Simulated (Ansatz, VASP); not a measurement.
# SiC in VASP and in Ansatz

The input POSCAR:

```
SiC
1.0
    3.0759836412      0.0000000000      0.0000000000
   -1.5379918206      2.6638799749      0.0000000000
    0.0000000000      0.0000000000      5.0478375069
Si C
2 2
Direct
    0.3333333333      0.6666666667     -0.0097238955
    0.6666666667      0.3333333333      0.4902761045
    0.3333333333      0.6666666667      0.3847238955
    0.6666666667      0.3333333333      0.8847238955
```

The input INCAR.step1:

```
SYSTEM = SiC
PREC     = Accurate       ! precision mode
ENCUT    = 520            ! plane-wave cutoff, eV
ISMEAR   = 0              ! smearing method
SIGMA    = 0.01           ! smearing width, eV
LREAL    = .False.        ! projectors in reciprocal space
LASPH    = .True.         ! aspherical terms in the spheres
NELM     = 80             ! most SCF steps
NBANDS   = 16             ! bands
GGA      = PE             ! functional
ALGO     = Normal         ! electronic algorithm
EDIFF    = 1E-4           ! SCF threshold, eV
LWAVE    = .True.         ! write WAVECAR
LCHARG   = .False.        ! write CHGCAR
```

INCAR.step2

```
SYSTEM = SiC
PREC     = Accurate       ! precision mode
ENCUT    = 520            ! plane-wave cutoff, eV
EDIFF    = 1E-7           ! SCF threshold, eV
ISMEAR   = 0              ! smearing method
SIGMA    = 0.01           ! smearing width, eV
LREAL    = .False.        ! projectors in reciprocal space
LASPH    = .True.         ! aspherical terms in the spheres
NELM     = 80             ! most SCF steps
ALGO     = Normal         ! electronic algorithm
ISIF     = 2              ! what is computed and relaxed
LWAVE    = .False.        ! write WAVECAR
LCHARG   = .False.        ! write CHGCAR
METAGGA  = R2SCAN         ! meta-GGA
LMIXTAU  = .True.       
NBANDS   = 16             ! bands
ISTART   = 1
```

KPOINTS

```
Automatic mesh
0
Gamma
  12 12 6
  0 0 0
```

Input for Ansatz:

```yaml
crystal:
  lattice:
    - [3.0759836412, 0.0, 0.0]
    - [-1.5379918206, 2.6638799749, 0.0]
    - [0.0, 0.0, 5.0478375069]
  atoms:
    - { symbol: Si, position: [0.3333333333, 0.6666666667, -0.0097238955] }
    - { symbol: Si, position: [0.6666666667, 0.3333333333, 0.4902761045] }
    - { symbol: C, position: [0.3333333333, 0.6666666667, 0.3847238955] }
    - { symbol: C, position: [0.6666666667, 0.3333333333, 0.8847238955] }
basis:
  ecutwfc: 500
  xc_grid: 2
kpoints:
  mp_grid: { grid: [12, 12, 6] }
hamiltonian:
  xc: r2scan
  pseudopotentials: { kind: paw, azcp: { folder: soft_1 } }
scf:
  occupations: { method: fixed }
output:
  forces: true
  stress: true
  eigenvalues: true
  polarization: {}
```

Change from the starting cell: polar distortion scaled by 0.85.

Alike in both runs: task single point; functional r2SCAN; k mesh 12 × 12 × 6; no spin polarisation.

|  | VASP | Ansatz |
| --- | --- | --- |
| version | VASP 6.6.1 | Ansatz 0.2.0 |
| potentials or method | VASP PAW PBE potentials, release 64 (Si, C), cutoff 520 eV | scalar-relativistic, plane waves, PAW |
| occupations | gaussian, width 0.01 eV | fixed |
| valence electrons in the cell | 16 | 16 |

VASP gave:

| Quantity | Value |
| --- | --- |
| gap on the k mesh at the Fermi level (eV) | 2.63 |
| least direct gap on the mesh (eV) | 4.70 |
| pressure (GPa) | 0.7 |
| traceless stress, the component that is largest in VASP (GPa) | -4.97 |
| rms of the force components (eV/Å) | 0.809 |

What did Ansatz give for the same quantities?

gap on the k mesh at the Fermi level (eV): 2.62; least direct gap on the mesh (eV): 4.70; pressure (GPa): 0.9; traceless stress, the component that is largest in VASP (GPa): -5.06; rms of the force components (eV/Å): 0.810.

VASP's potentials were made for PBE, not for r2SCAN. Atom by atom the forces differ by 0.002 eV/Å (rms over components).
